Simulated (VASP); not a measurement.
# Al (C2/c) in VASP: a series of runs

The runs below take Al through single point, with revPBE.

All numbers are computed with VASP 6.6.1; they aren't measurements. Logs are shortened: lines on timing, memory, paths and dates and some standing lists are left out, and cuts for length are marked.

### Step 1. The cell of the first run

Symmetry: C2/c, No. 15, monoclinic system. Conventional cell: a = 2.817 Å, b = 8.798 Å, c = 2.897 Å, α = 90.00°, β = 90.61°, γ = 90.00°. Within 3.7 Å of Al (site symmetry 2) lie 10 Al at 2.79 to 2.90 Å.

### Step 2. Single point, revPBE

File INCAR:

```
PREC = Accurate
ENCUT = 520
EDIFF = 1E-6
ISMEAR = -1
SIGMA = 0.1
LREAL = F
LASPH = T
NELM = 100
ALGO = Normal
ISIF = 2
LWAVE = F
LCHARG = F
GGA = RE
NBANDS = 10
```

File KPOINTS:

```
regular mesh
0
Gamma
  26 26 18
```

File POSCAR:

```
Al
1.0
   -3.3155933869      2.9054381132      1.3780741598
    2.9054381132     -3.3155933869      1.3780741598
    2.4098453590      2.4098453590     -2.1292742949
Al
2
Direct
    0.9895493806      0.0104506194      0.0000000000
    0.7604506194      0.2395493806      0.5000000000
```

Potentials or basis: VASP PAW PBE potentials, release 64 (Al).

Run with:

```sh
$ cat potpaw_PBE.64/Al/POTCAR > POTCAR
$ mpirun -np 1 vasp_std > vasp.out
```

OUTCAR:

```text
PREC = Accurate
   ENCUT = 520
   EDIFF = 1E-6
   ISMEAR = -1
   LREAL = F
   LASPH = T
   NELM = 100
   ISIF = 2
   GGA = RE

 ion  position               nearest neighbor table
   1  0.990  0.010  0.000-   2 2.79   2 2.79   2 2.85   2 2.85   2 2.86   2 2.86
   2  0.760  0.240  0.500-   1 2.79   1 2.79   1 2.85   1 2.85   1 2.86   1 2.86

  Warning from LATTYP: Got some problem with cell dimensions!
  Tried to take original basis but could not verify dimensions!
  LATTYP: Found a base centered monoclinic cell.
 ALAT       =     2.8165241445
 B/A-ratio  =     3.1236611752
 C/A-ratio  =     1.0284430156
 COS(beta)  =    -0.0107117179

  Lattice vectors:

 A1 = (   3.3155933869,  -2.9054381132,  -1.3780741598)
 A2 = (  -2.9054381132,   3.3155933869,  -1.3780741598)
 A3 = (   1.9996900853,   1.9996900853,   0.6268740247)

Analysis of symmetry for initial positions (statically):
=====================================================================
 Subroutine PRICEL returns:
 Original cell was already a primitive cell.

 Routine SETGRP: Setting up the symmetry group for a
 base centered monoclinic supercell.

 Subroutine GETGRP returns: Found  4 space group operations
 (whereof  2 operations were pure point group operations)
 out of a pool of  4 trial point group operations.

The static configuration has the point symmetry C_2 .
 The point group associated with its full space group is C_2h.

Analysis of symmetry for dynamics (positions and initial velocities):
=====================================================================
 Subroutine PRICEL returns:
 Original cell was already a primitive cell.

 Routine SETGRP: Setting up the symmetry group for a
 base centered monoclinic supercell.

 Subroutine GETGRP returns: Found  4 space group operations
 (whereof  2 operations were pure point group operations)
 out of a pool of  4 trial point group operations.

The dynamic configuration has the point symmetry C_2 .
 The point group associated with its full space group is C_2h.

 Subroutine INISYM returns: Found  4 space group operations
 (whereof  2 operations are pure point group operations),
 and found     1 'primitive' translations

----------------------------------------------------------------------------------------

                                     Primitive cell

  volume of cell :      35.8864

  direct lattice vectors                    reciprocal lattice vectors
    -3.315593387  2.905438113  1.378074160     0.104186099  0.264931146  0.417755233
     2.905438113 -3.315593387  1.378074160     0.264931146  0.104186099  0.417755233
     2.409845359  2.409845359 -2.129274295     0.238894039  0.238894039  0.071101870

  length of vectors
     4.618854677  4.618854677  4.018521909     0.505532086  0.505532086  0.345248027

  position of ions in fractional coordinates (direct lattice)
     0.989549381  0.010450619  0.000000000
     0.760450619  0.239549381  0.500000000

  ion indices of the primitive-cell ions
   primitive index   ion index
                 1           1
                 2           2

----------------------------------------------------------------------------------------

 KPOINTS: regular mesh

Automatic generation of k-mesh.
 Grid dimensions read from file:
 generate k-points for:   26   26   18

 Generating k-lattice:

  Cartesian coordinates                     Fractional coordinates (reciprocal lattice)
     0.004007158  0.010189659  0.016067509     0.038461538  0.000000000 -0.000000000
     0.010189659  0.004007158  0.016067509     0.000000000  0.038461538 -0.000000000
     0.013271891  0.013271891  0.003950104    -0.000000000 -0.000000000  0.055555556

  Length of vectors
     0.019443542  0.019443542  0.019180446

  Shift w.r.t. Gamma in fractional coordinates (k-lattice)
     0.000000000  0.000000000  0.000000000

 Subroutine IBZKPT returns following result:
 ===========================================

 Found   3174 irreducible k-points:

 Following reciprocal coordinates:
            Coordinates               Weight
  0.000000  0.000000  0.000000      1.000000
  0.038462 -0.000000  0.000000      4.000000
  0.076923 -0.000000  0.000000      4.000000
  0.115385 -0.000000 -0.000000      4.000000
  0.153846 -0.000000  0.000000      4.000000
  0.192308 -0.000000 -0.000000      4.000000
[... 16 lines left out ...]
  0.346154  0.038462 -0.000000      4.000000
  0.384615  0.038462 -0.000000      4.000000
 [... further k-points ...]
   k-points           NKPTS =   3174   k-points in BZ     NKDIM =   3174   number of bands    NBANDS=     10
   number of dos      NEDOS =    301   number of ions     NIONS =      2
   total plane-waves  NPLWV =  38880
   dimension x,y,z NGX =    36 NGY =   36 NGZ =   30
   dimension x,y,z NGXF=    72 NGYF=   72 NGZF=   60
   ions per type =               2
   NGX,Y,Z   is equivalent  to a cutoff of  12.96, 12.96, 12.41 a.u.
   NGXF,Y,Z  is equivalent  to a cutoff of  25.91, 25.91, 24.82 a.u.
 SYSTEM =  unknown system
   PREC   = accura    normal or accurate (medium, high low for compatibility)
   ISTART =      0    job   : 0-new  1-cont  2-samecut
   ICHARG =      2    charge: 1-file 2-atom 10-const
   ISPIN  =      1    spin polarized calculation?
   LNONCOLLINEAR =      F non collinear calculations
   LSORBIT =      F    spin-orbit coupling
   LASPH  =      T    aspherical Exc in radial PAW
   ENCUT  =  520.0 eV  38.22 Ry    6.18 a.u.   8.59  8.59  7.47*2*pi/ulx,y,z
   NELM   =    100;   NELMIN=  2; NELMDL= -5     # of ELM steps
   EDIFF  = 0.1E-05   stopping-criterion for ELM
   LREAL  =      F    real-space projection
   EDIFFG = 0.1E-04   stopping-criterion for IOM
   NSW    =      0    number of steps for IOM
   IBRION =     -1    ionic relax: 0-MD 1-quasi-New 2-CG
   NFREE  =      0    steps in history (QN), initial steepest desc. (CG)
   ISIF   =      2    stress and relaxation
   ISYM   =      2    0-nonsym 1-usesym 2-fastsym
   POTIM  = 0.5000    time-step for ionic-motion
   TEBEG  =    0.0;   TEEND  =   0.0 temperature during run
   PSTRESS=    0.0 pullay stress
   NELECT =       6.0000    total number of electrons
   NUPDOWN=      -1.0000    fix difference up-down
   EMIN   =  10.00;   EMAX   =-10.00  energy-range for DOS
   EFERMI =   0.00;   METHOD = LEGACY
   ISMEAR =    -1;   SIGMA  =   0.10  broadening in eV -4-tet -1-fermi 0-gaus
   EFERMI_NEDOS =   21; number of points for ismear=-14 and -15
   IALGO  =     38    algorithm
   IMIX   =      4    mixing-type and parameters
     AMIX     =   0.40;   BMIX     =  1.00
     AMIX_MAG =   1.60;   BMIX_MAG =  1.00
  volume/ion in A,a.u.               =      17.94       121.09
  Fermi-wavevector in a.u.,A,eV,Ry     =   0.901880  1.704306 11.066806  0.813387
  Thomas-Fermi vector in A             =   2.025015
   LORBIT       =      0    0 simple, 1 ext, 2 COOP (PROOUT), +10 PAW based schemes
   GGA     = RE    functional components
   LHFCALC =     F    Hartree Fock is set to
   AEXX    =    0.0000 exact exchange contribution
   IVDW    =     0    specifies the selected vdW correction
   LEPSILON=     F    determine dielectric tensor
   LRPA    =     F    only Hartree local field effects (RPA)
 non-spin polarized calculation
  energy-cutoff  :      520.00
  volume of cell :       35.89
 maximum number of plane-waves:       987
   NGX = 17   NGY = 17   NGZ = 15

 number of electron       6.0000000 magnetization

 Free energy of the ion-electron system (eV)
  ---------------------------------------------------
  ext. energy  EPLUGINS =         0.00000000
  ---------------------------------------------------
  free energy    TOTEN  =        -6.95493797 eV

  energy without entropy =       -6.92757036  energy(sigma->0) =       -6.94125417

 E-fermi :   7.1493     XC(G=0):  -9.8217

 val. band max:        7.1491726914   @ k =   0.4615  -0.0000  -0.0000
 cond. band min:       7.1499473469   @ k =  -0.0769   0.0385   0.3889
 fundamental gap:      0.0007746555
 Fermi energy:         7.1493135872

 k-point     1 :       0.0000    0.0000    0.0000
  band No.  band energies     occupation
      1      -3.4400      2.00000
      2       3.7263      2.00000
      3       4.5020      2.00000
      4      12.8241      0.00000
      5      13.1793      0.00000
      6      15.0136      0.00000
      7      16.1984      0.00000
      8      16.3823      0.00000
      9      17.8974      0.00000
     10      19.0896      0.00000

 k-point     2 :       0.0385   -0.0000    0.0000
  band No.  band energies     occupation
      1      -3.3844      2.00000
      2       3.6870      2.00000
      3       4.6460      2.00000
      4      11.8835      0.00000
      5      13.7693      0.00000
      6      15.0095      0.00000
      7      15.1900      0.00000
      8      17.3596      0.00000
      9      18.3597      0.00000
     10      18.5681      0.00000

 k-point     3 :       0.0769   -0.0000    0.0000
  band No.  band energies     occupation
      1      -3.2175      2.00000
      2       3.6398      2.00000
      3       5.0069      2.00000
      4      10.8263      0.00000
      5      13.2303      0.00000
      6      14.1215      0.00000
      7      16.0352      0.00000
      8      17.3521      0.00000
      9      18.1506      0.00000
     10      19.4561      0.00000
[... 248 lines left out ...]
 k-point    23 :       0.3462    0.0385   -0.0000
  band No.  band energies     occupation
      1       1.9131      2.00000
      2       5.6214      2.00000
      3       6.7356      1.96858
      4       7.2879      0.40026
      5       9.3348      0.00000
      6      10.4249      0.00000
      7      11.0072      0.00000
      8      11.6094      0.00000
      9      13.8175      0.00000
     10      15.8633      0.00000

 k-point    24 :       0.3846    0.0385   -0.0000
  band No.  band energies     occupation
      1       3.0041      2.00000
      2       5.4116      2.00000
      3       6.7810      1.95096
      4       7.5498      0.03578
      5       8.8796      0.00000
      6       9.4285      0.00000
      7      10.5795      0.00000
      8      11.6248      0.00000
      9      13.7618      0.00000
     10      15.8984      0.00000

 [... further k-points ...]

------------------------ aborting loop because EDIFF is reached ----------------------------------------

  FORCE on cell =-STRESS in cart. coord.  units (eV):
  Direction    XX          YY          ZZ          XY          YZ          ZX
  --------------------------------------------------------------------------------------
  -------------------------------------------------------------------------------------
  Total       -0.0567043     -0.0567043     -0.0116457      0.0032591     -0.0370698     -0.0370698
  in kB       -2.5316101     -2.5316101     -0.5199312      0.1455062     -1.6550123     -1.6550123
  external PRESSURE =      -1.8610504 kB  Pullay stress =       0.0000000 kB

 VOLUME and BASIS-vectors are now :
 -----------------------------------------------------------------------------
  energy-cutoff  :      520.00
  volume of cell :       35.89
      direct lattice vectors                 reciprocal lattice vectors
    -3.315593387  2.905438113  1.378074160     0.104186099  0.264931146  0.417755233
     2.905438113 -3.315593387  1.378074160     0.264931146  0.104186099  0.417755233
     2.409845359  2.409845359 -2.129274295     0.238894039  0.238894039  0.071101870

 POSITION                                       TOTAL-FORCE (eV/Angst)
 -----------------------------------------------------------------------------------
     -3.25058      2.84042      1.37807        -0.001170      0.001170     -0.000000
     -0.62043      2.62012      0.31344         0.001170     -0.001170      0.000000
 -----------------------------------------------------------------------------------
    total drift:                               -0.000000      0.000000      0.000000

  FREE ENERGIE OF THE ION-ELECTRON SYSTEM (eV)
  ---------------------------------------------------
  free  energy   TOTEN  =        -6.9549379715 eV

  energy  without entropy=       -6.9275703616  energy(sigma->0) =       -6.94125417
```

Run time: 7.3 min. Hardware: 1 thread of Intel Xeon 6975P-C (Granite Rapids), shared host; peak memory 0.95 GiB.

What came out:

```yaml
Free_energy: -6.9549 eV
Pressure: -0.2 GPa
Band_gap_on_the_k_mesh: zero (bands 3 and 4 overlap by 9.26 eV)
```

Caveat: the PAW data sets were made with another functional, which shifts forces and pressure a little.

### Step 3. Single point, revPBE (18.66 Å³/atom)

This run uses another cell than the first one, of 18.66 Å³/atom.

File INCAR:

```
ALGO = Normal
EDIFF = 1E-6
ENCUT = 500
GGA = RE
GGA_COMPAT = F
ISIF = 2
ISMEAR = -1
LASPH = T
LCHARG = T
LELF = T
LREAL = F
LVHAR = T
LWAVE = F
NBANDS = 10
NELM = 120
PREC = Accurate
SIGMA = 0.1
```

File KPOINTS:

```
k-points
0
Gamma
  18 18 12
```

File POSCAR:

```
Al
1.0
   -3.3592246192      2.9436719466      1.3962087942
    2.9436719466     -3.3592246192      1.3962087942
    2.4415574873      2.4415574873     -2.1572942751
Al
2
Direct
    0.9895493806      0.0104506194      0.0000000000
    0.7604506194      0.2395493806      0.5000000000
```

Potentials or basis: VASP PAW PBE potentials, release 64 (Al).

Run with:

```sh
$ cat potpaw_PBE.64/Al/POTCAR > POTCAR
$ mpirun -np 1 vasp_std > vasp.out
```

It took 6.7 min on 1 thread of Oxide Virtual Turin-like, shared host; peak memory 0.38 GiB.

Results (log left out):

| Item | Value |
| --- | --- |
| Free energy | -6.9420 eV |
| Pressure | -2.7 GPa |
| Largest force | 0.010 eV/Å |
| Band gap on the k mesh | zero (bands 3 and 4 overlap by 9.09 eV) |

Forces in eV/Å, atoms in the order of the input:
```
Al   0.007 -0.007  0.000
Al  -0.007  0.007  0.000
```

Stress tensor (GPa, compression positive):
```
-2.71  0.18  0.01
 0.18 -2.71  0.01
 0.01  0.01 -2.64
```

Levels at points of the mesh, in eV from the Fermi level:
| k point | band 1 | band 2 | band 3 | band 4 | band 5 | band 6 | band 7 | band 8 |
| --- | --- | --- | --- | --- | --- | --- | --- | --- |
| (0.00, 0.00, 0.00) | -10.32 | -3.29 | -2.62 | 5.50 | 5.99 | 7.64 | 8.81 | 9.12 |
| (0.50, 0.00, 0.00) | -2.00 | -1.86 | -0.80 | -0.63 | 1.57 | 1.69 | 3.26 | 3.36 |
| (0.50, 0.50, 0.00) | -8.90 | -7.96 | 5.31 | 5.60 | 6.54 | 6.68 | 6.74 | 7.64 |
| (0.00, 0.00, 0.50) | -6.09 | -6.09 | 0.69 | 0.69 | 1.48 | 1.48 | 11.27 | 11.27 |
| (0.50, 0.00, 0.50) | -5.75 | -5.16 | -2.29 | -1.03 | 4.91 | 5.68 | 9.33 | 10.15 |
| (0.50, 0.50, 0.50) | -4.72 | -4.72 | -3.78 | -3.78 | 9.01 | 9.01 | 9.42 | 9.42 |

Caveat: the PAW data sets were made with another functional, which shifts forces and pressure a little.
